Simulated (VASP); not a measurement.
# ZnS (P3m1) in VASP: single point with PBE

Aim: the single point of ZnS with PBE.

All numbers are computed with VASP 6.6.1; they aren't measurements. Logs are shortened: lines on timing, memory, paths and dates and some standing lists are left out, and cuts for length are marked.

## Step 1: The cell of the first run

Symmetry: P3m1, No. 156, trigonal system. The conventional cell has a = 3.848 Å, b = 3.848 Å, c = 15.732 Å, α = 90.00°, β = 90.00°, γ = 120.00°. Within 3.1 Å of Zn (site symmetry 3m) lie 4 S at 2.36 Å. Zn (site symmetry 3m) has 4 S at 2.36 Å within 3.1 Å. Within 3.1 Å of Zn (site symmetry 3m) lie 4 S at 2.36 Å. Zn (site symmetry 3m) has 4 S at 2.36 Å within 3.1 Å. Within 3.1 Å of Zn (site symmetry 3m) lie 4 S at 2.36 Å. Within 3.1 Å of S (site symmetry 3m) lie 4 Zn at 2.36 Å. S (site symmetry 3m) has 4 Zn at 2.36 Å within 3.1 Å. S (site symmetry 3m) has 4 Zn at 2.36 Å within 3.1 Å.

## Step 2: Single point, PBE

INCAR

```
SYSTEM = ZnS
PREC = Accurate ; ENCUT = 520
EDIFF = 1E-6 ; ISMEAR = 0
SIGMA = 0.02 ; LREAL = .False.
LASPH = .True. ; NELM = 80
ALGO = Normal ; ISIF = 2
LWAVE = .False. ; LCHARG = .False.
GGA = PE ; NBANDS = 56
```

KPOINTS

```
regular mesh
0
Gamma
  12 12 3
  0 0 0
```

POSCAR

```
ZnS
1.0
    3.8477346865      0.0000000000      0.0000000000
   -1.9238673433      3.3322359856      0.0000000000
    0.0000000000      0.0000000000     15.7322985740
Zn S
5 5
Direct
    0.0000000000      0.0000000000      0.0001843204
    0.3333333333      0.6666666667      0.2002208721
    0.6666666667      0.3333333333      0.3999722256
    0.0000000000      0.0000000000      0.5997529842
    0.3333333333      0.6666666667      0.7998138695
    0.0000000000      0.0000000000      0.1503363676
    0.3333333333      0.6666666667      0.3501244337
    0.6666666667      0.3333333333      0.5499152660
    0.0000000000      0.0000000000      0.7496818238
    0.3333333333      0.6666666667      0.9499978370
```

Potentials or basis: VASP PAW PBE potentials, release 64 (Zn, S).

Run with:

```console
$ cat potpaw_PBE.64/Zn/POTCAR potpaw_PBE.64/S/POTCAR > POTCAR
$ mpirun -np 1 vasp_std > vasp.out
```

OUTCAR:

```text
SYSTEM = ZnS
   PREC = Accurate
   ENCUT = 520
   EDIFF = 1E-6
   ISMEAR = 0
   LREAL = .False.
   LASPH = .True.
   NELM = 80
   ISIF = 2
   GGA = PE

 ion  position               nearest neighbor table
   1  0.000  0.000  0.000-  10 2.36  10 2.36  10 2.36   6 2.36
   2  0.333  0.667  0.200-   6 2.36   6 2.36   6 2.36   7 2.36
   3  0.667  0.333  0.400-   7 2.36   7 2.36   7 2.36   8 2.36
   4  0.000  0.000  0.600-   8 2.36   8 2.36   8 2.36   9 2.36
   5  0.333  0.667  0.800-   9 2.36   9 2.36   9 2.36  10 2.36
   6  0.000  0.000  0.150-   2 2.36   2 2.36   2 2.36   1 2.36
   7  0.333  0.667  0.350-   3 2.36   3 2.36   3 2.36   2 2.36
   8  0.667  0.333  0.550-   4 2.36   4 2.36   4 2.36   3 2.36
   9  0.000  0.000  0.750-   5 2.36   5 2.36   5 2.36   4 2.36
  10  0.333  0.667  0.950-   1 2.36   1 2.36   1 2.36   5 2.36

  LATTYP: Found a hexagonal cell.
 ALAT       =     3.8477346865
 C/A-ratio  =     4.0887170909

  Lattice vectors:

 A1 = (   3.8477346865,   0.0000000000,   0.0000000000)
 A2 = (  -1.9238673433,   3.3322359856,   0.0000000000)
 A3 = (   0.0000000000,   0.0000000000,  15.7322985740)

Analysis of symmetry for initial positions (statically):
=====================================================================
 Subroutine PRICEL returns:
 Original cell was already a primitive cell.

 Routine SETGRP: Setting up the symmetry group for a
 hexagonal supercell.

 Subroutine GETGRP returns: Found  6 space group operations
 (whereof  6 operations were pure point group operations)
 out of a pool of 24 trial point group operations.

The static configuration has the point symmetry C_3v.

Analysis of symmetry for dynamics (positions and initial velocities):
=====================================================================
 Subroutine PRICEL returns:
 Original cell was already a primitive cell.

 Routine SETGRP: Setting up the symmetry group for a
 hexagonal supercell.

 Subroutine GETGRP returns: Found  6 space group operations
 (whereof  6 operations were pure point group operations)
 out of a pool of 24 trial point group operations.

The dynamic configuration has the point symmetry C_3v.

 Subroutine INISYM returns: Found  6 space group operations
 (whereof  6 operations are pure point group operations),
 and found     1 'primitive' translations

----------------------------------------------------------------------------------------

[... 116 lines left out ...]
   POTIM  = 0.5000    time-step for ionic-motion
   TEBEG  =    0.0;   TEEND  =   0.0 temperature during run
   PSTRESS=    0.0 pullay stress
   NELECT =      90.0000    total number of electrons
   NUPDOWN=      -1.0000    fix difference up-down
   EMIN   =  10.00;   EMAX   =-10.00  energy-range for DOS
   EFERMI =   0.00;   METHOD = LEGACY
   ISMEAR =     0;   SIGMA  =   0.02  broadening in eV -4-tet -1-fermi 0-gaus
   EFERMI_NEDOS =   21; number of points for ismear=-14 and -15
   IALGO  =     38    algorithm
   IMIX   =      4    mixing-type and parameters
     AMIX     =   0.40;   BMIX     =  1.00
     AMIX_MAG =   1.60;   BMIX_MAG =  1.00
  volume/ion in A,a.u.               =      20.17       136.12
  Fermi-wavevector in a.u.,A,eV,Ry     =   1.250964  2.363978 21.291890  1.564910
  Thomas-Fermi vector in A             =   2.384933
   LORBIT       =      0    0 simple, 1 ext, 2 COOP (PROOUT), +10 PAW based schemes
   GGA     = PE    functional components
   LHFCALC =     F    Hartree Fock is set to
   AEXX    =    0.0000 exact exchange contribution
   IVDW    =     0    specifies the selected vdW correction
   LEPSILON=     F    determine dielectric tensor
   LRPA    =     F    only Hartree local field effects (RPA)
 non-spin polarized calculation
 Gauss-broadening in eV      SIGMA  =   0.02
  energy-cutoff  :      520.00
  volume of cell :      201.71
 maximum number of plane-waves:      5481
 NGX is ok and might be reduce to    30
   NGX = 15   NGY = 15   NGZ = 59

 number of electron      90.0000054 magnetization

 Free energy of the ion-electron system (eV)
  ---------------------------------------------------
  ext. energy  EPLUGINS =         0.00000000
  ---------------------------------------------------
  free energy    TOTEN  =       -34.25227369 eV

  energy without entropy =      -34.25227369  energy(sigma->0) =      -34.25227369

 E-fermi :   2.0469     XC(G=0):  -9.5232

 val. band max:        1.9079227591   @ k =   0.0000   0.0000   0.0000
 cond. band min:       3.9514093313   @ k =   0.0000   0.0000   0.0000
 fundamental gap:      2.0434865723
 Fermi energy:         2.0469395774

 k-point     1 :       0.0000    0.0000    0.0000
  band No.  band energies     occupation
      1     -11.0892      2.00000
      2     -10.8165      2.00000
      3     -10.8139      2.00000
      4     -10.3065      2.00000
      5     -10.2948      2.00000
      6      -4.3497      2.00000
[... 1405 lines left out ...]
     55       8.4653      0.00000
     56       8.6980      0.00000

 [... further k-points ...]

------------------------ aborting loop because EDIFF is reached ----------------------------------------

  FORCE on cell =-STRESS in cart. coord.  units (eV):
  Direction    XX          YY          ZZ          XY          YZ          ZX
  --------------------------------------------------------------------------------------
  -------------------------------------------------------------------------------------
  Total        0.2138648      0.2138648      0.1867160     -0.0000000      0.0000000     -0.0000000
  in kB        1.6987006      1.6987006      1.4830612     -0.0000000      0.0000000     -0.0000000
  external PRESSURE =       1.6268208 kB  Pullay stress =       0.0000000 kB

 VOLUME and BASIS-vectors are now :
 -----------------------------------------------------------------------------
  energy-cutoff  :      520.00
  volume of cell :      201.71
      direct lattice vectors                 reciprocal lattice vectors
     3.847734686  0.000000000  0.000000000     0.259893179  0.150049397  0.000000000
    -1.923867343  3.332235986  0.000000000     0.000000000  0.300098794  0.000000000
     0.000000000  0.000000000 15.732298574     0.000000000  0.000000000  0.063563503

 POSITION                                       TOTAL-FORCE (eV/Angst)
 -----------------------------------------------------------------------------------
      0.00000      0.00000      0.00290        -0.000000      0.000000      0.007352
     -0.00000      2.22149      3.14993        -0.000000     -0.000000      0.008065
      1.92387      1.11075      6.29248         0.000000     -0.000000      0.007894
      0.00000      0.00000      9.43549        -0.000000     -0.000000      0.007605
     -0.00000      2.22149     12.58291         0.000000      0.000000      0.007008
      0.00000      0.00000      2.36514         0.000000     -0.000000     -0.008138
     -0.00000      2.22149      5.50826        -0.000000     -0.000000     -0.007606
      1.92387      1.11075      8.65143        -0.000000     -0.000000     -0.008028
      0.00000      0.00000     11.79422        -0.000000     -0.000000     -0.006900
     -0.00000      2.22149     14.94565        -0.000000     -0.000000     -0.007251
 -----------------------------------------------------------------------------------
    total drift:                               -0.000000     -0.000001      0.000193

  FREE ENERGIE OF THE ION-ELECTRON SYSTEM (eV)
  ---------------------------------------------------
  free  energy   TOTEN  =       -34.2522736874 eV

  energy  without entropy=      -34.2522736874  energy(sigma->0) =      -34.25227369
```

Run time: 11 min. Hardware: 1 thread of Intel Xeon Platinum 8488C (Sapphire Rapids), shared host; peak memory 0.56 GiB.

What came out:

* Free energy: -34.2523 eV
* Pressure: 0.2 GPa
* Largest force: 0.008 eV/Å
* Band gap on the k mesh: 2.04 eV

Forces in eV/Å, atoms in the order of the input:
```
Zn   0.000  0.000  0.007
Zn   0.000  0.000  0.008
Zn   0.000  0.000  0.008
Zn   0.000  0.000  0.008
Zn   0.000  0.000  0.007
S    0.000  0.000 -0.008
S    0.000  0.000 -0.008
S    0.000  0.000 -0.008
S    0.000  0.000 -0.007
S    0.000  0.000 -0.007
```

Caveat: an odd mesh through Γ misses points on the zone boundary, where band edges can lie.
